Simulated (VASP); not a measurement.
Write the native input for VASP 6.6.1 that does the following.

```yaml
Task: single point
Functional: PBE
Potentials_or_basis: VASP PAW PBE potentials, release 64 (Al, N)
Cutoff: 520 eV
k_mesh: 13 × 13 × 7
Occupations: fermi-dirac, width 0.05 eV
Spin: no spin polarisation
Dipole_correction: no
Further_INCAR_settings: ALGO = Normal; EDIFF = 1e-06; NBANDS = 16
```

The structure of AlN (wurtzite type) lies in POSCAR:

```
AlN
1.0
    3.1301642077      0.0000000000      0.0000000000
   -1.5650821039      2.7108017219      0.0000000000
    0.0000000000      0.0000000000      5.0181068689
Al N
2 2
Direct
    0.3333333333      0.6666666667     -0.0027598285
    0.6666666667      0.3333333333      0.4972401715
    0.3333333333      0.6666666667      0.3787598285
    0.6666666667      0.3333333333      0.8787598285
```

These files were run (other wordings do the same):

INCAR

```
SYSTEM = AlN
  PREC = Accurate
  ENCUT = 520
  EDIFF = 1E-6
  ISMEAR = -1
  SIGMA = 0.05
  LREAL = .False.
  LASPH = .True.
  NELM = 80
  ALGO = Normal
  ISIF = 2
  LWAVE = .False.
  LCHARG = .False.
  GGA = PE
  NBANDS = 16
```

KPOINTS

```
regular mesh
0
Gamma
  13 13 7
  0 0 0
```

Potentials or basis: VASP PAW PBE potentials, release 64 (Al, N).

Launch:

```sh
$ cat potpaw_PBE.64/Al/POTCAR potpaw_PBE.64/N/POTCAR > POTCAR
$ mpirun -np 1 vasp_std > vasp.out
```

It gave:

- Pressure: -0.2 GPa
- Band gap on the k mesh: 4.04 eV

Caveat: an odd mesh through Γ misses points on the zone boundary, where band edges can lie.

Run time: 73 s on 1 thread of Intel Xeon 8259CL, with other jobs on the host, peak memory 0.18 GiB.
